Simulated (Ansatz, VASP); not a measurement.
# One calculation of GdO, two programs

INCAR

```
ALGO = Normal ; EDIFF = 1E-6
EDIFFG = -0.01 ; ENCUT = 600
GGA = PS ; IBRION = 2
ISIF = 3 ; ISMEAR = -1
ISPIN = 2 ; LASPH = T
LCHARG = F ; LMAXMIX = 6
LORBIT = 11 ; LREAL = F
LWAVE = F ; MAGMOM = 7 0
NELM = 150 ; NSW = 60
PREC = Accurate ; SIGMA = 0.05
```

KPOINTS

```
k-points
0
Gamma
  9 9 9
```

POSCAR

```
GdO
1.0
    0.0000000000      2.7000000000      2.7000000000
    2.7000000000      0.0000000000      2.7000000000
    2.7000000000      2.7000000000      0.0000000000
Gd O
1 1
Direct
    0.0000000000      0.0000000000      0.0000000000
    0.2500000000      0.2500000000      0.2500000000
```

File input.yaml:

```yaml
crystal:
  lattice:
    - [0.0, 2.7, 2.7]
    - [2.7, 0.0, 2.7]
    - [2.7, 2.7, 0.0]
  atoms:
    - { symbol: Gd, position: [0.0, 0.0, 0.0], spin: 7.0 }
    - { symbol: O, position: [0.25, 0.25, 0.25] }
hamiltonian:
  xc: pbesol
  pseudopotentials: { kind: paw }
magnetization:
  spin_polarized: true
kpoints:
  mp_grid: { grid: [9, 9, 9] }
scf:
  occupations: { method: fermi_dirac, width: 0.05 }
output:
  forces: true
  stress: true
  eigenvalues: true
relax:
  f_tol: 0.01
  max_steps: 40
  cell: { stress_tol: 0.05 }
```

Alike in both runs: task relaxation of cell and atoms; functional PBEsol; k mesh 9 × 9 × 9; occupations fermi-dirac, width 0.05 eV; collinear spin.

|  | VASP | Ansatz |
| --- | --- | --- |
| version | VASP 6.6.1 | Ansatz 0.2.0 |
| potentials or method | VASP PAW PBE potentials, release 64 (Gd, O) | Ansatz PAW |
| plane-wave cutoff (eV) | 600 | 420 |
| valence electrons in the cell | 24 | 24 |

Ansatz gave:

```
gap on the k mesh at the Fermi level, each at its own relaxed structure (eV)  : none
net moment per atom (μB)                                                      : 3.75
size of the moment on the site where the two differ most (μB)                 : 6.80
relaxed volume (Å³/atom)                                                      : 18.75
relaxed length of the cell vector where the two differ most in proportion (Å) : 3.757
```

Estimate VASP's values.

gap on the k mesh at the Fermi level, each at its own relaxed structure (eV): none; net moment per atom (μB): 3.02; size of the moment on the site where the two differ most (μB): 6.44; relaxed volume (Å³/atom): 18.70; relaxed length of the cell vector where the two differ most in proportion (Å): 3.754.

The net moments are unlike, so the other rows may belong to different states. VASP's potentials were made for PBE, not for PBEsol. Site moments also hang on the region over which each program counts them. A gap of «none» marks a metal or a gap that the smearing closes.

Spin-orbit coupling is off throughout. Noted on Ansatz's run: the plane-wave basis is chosen anew once the cell has moved, so the energies of steps on either side of that aren't comparable.
